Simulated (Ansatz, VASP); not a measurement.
Two plane-wave programs on MgH2

POSCAR

```
MgH2
1.0
    4.5728383650      0.0000000000      0.0000000000
    0.0000000000      4.5728383650      0.0000000000
    0.0000000000      0.0000000000      3.0552448226
Mg H
2 4
Direct
    0.0000000000      0.0000000000      0.0000000000
    0.5000000000      0.5000000000      0.5000000000
    0.3046815063      0.3046815063      0.0000000000
    0.1953184937      0.8046815063      0.5000000000
    0.8046815063      0.1953184937      0.5000000000
    0.6953184937      0.6953184937      0.0000000000
```

File INCAR.step1:

```
ALGO = Normal
EDIFF = 1E-4
ENCUT = 520
GGA = PE
ISMEAR = 0
LASPH = T
LCHARG = F
LREAL = F
LWAVE = T
NBANDS = 13
NELM = 60
PREC = Accurate
SIGMA = 0.01
```

File INCAR.step2:

```
ALGO = Normal
EDIFF = 1E-6
ENCUT = 520
ISIF = 2
ISMEAR = 0
ISTART = 1
LASPH = T
LCHARG = F
LMIXTAU = T
LREAL = F
LWAVE = F
METAGGA = R2SCAN
NBANDS = 13
NELM = 60
PREC = Accurate
SIGMA = 0.01
```

KPOINTS

```
k-points
0
Gamma
  6 6 8
```

Input for Ansatz:

```yaml
crystal:
  lattice:
    - [4.572838365, 0.0, 0.0]
    - [0.0, 4.572838365, 0.0]
    - [0.0, 0.0, 3.0552448226]
  atoms:
    - { symbol: Mg, position: [0.0, 0.0, 0.0] }
    - { symbol: Mg, position: [0.5, 0.5, 0.5] }
    - { symbol: H, position: [0.3046815063, 0.3046815063, 0.0] }
    - { symbol: H, position: [0.1953184937, 0.8046815063, 0.5] }
    - { symbol: H, position: [0.8046815063, 0.1953184937, 0.5] }
    - { symbol: H, position: [0.6953184937, 0.6953184937, 0.0] }
kpoints:
  mp_grid: { grid: [6, 6, 8] }
hamiltonian:
  xc: r2scan
scf:
  occupations: { method: fixed }
  n_extra_bands: 5
output:
  forces: true
  stress: true
  eigenvalues: true
```

Alike in both runs: task single point; functional r2SCAN; k mesh 6 × 6 × 8; no spin polarisation.

|  | VASP | Ansatz |
| --- | --- | --- |
| version | VASP 6.6.1 | Ansatz 0.2.0 |
| potentials or method | VASP PAW PBE potentials, release 64 (Mg, H) | plane waves, PAW |
| plane-wave cutoff (eV) | 520 | 500 |
| occupations | gaussian, width 0.01 eV | fixed |
| valence electrons in the cell | 8 | 24 |

VASP gave:

* gap on the k mesh at the Fermi level (eV): 4.33
* pressure (GPa): -3.3
* traceless stress, the component that is largest in VASP (GPa): -0.75
* rms of the force components (eV/Å): 0.010

Question: Estimate Ansatz's values.

Answer: gap on the k mesh at the Fermi level (eV): 4.35; pressure (GPa): -2.9; traceless stress, the component that is largest in VASP (GPa): -0.67; rms of the force components (eV/Å): 0.009.

VASP's potentials were made for PBE, not for r2SCAN. Atom by atom the forces differ by 0.000 eV/Å (rms over components). VASP's potentials hold 8 valence electrons a cell and Ansatz's 24, so a difference there can come from the potentials and not from the codes.
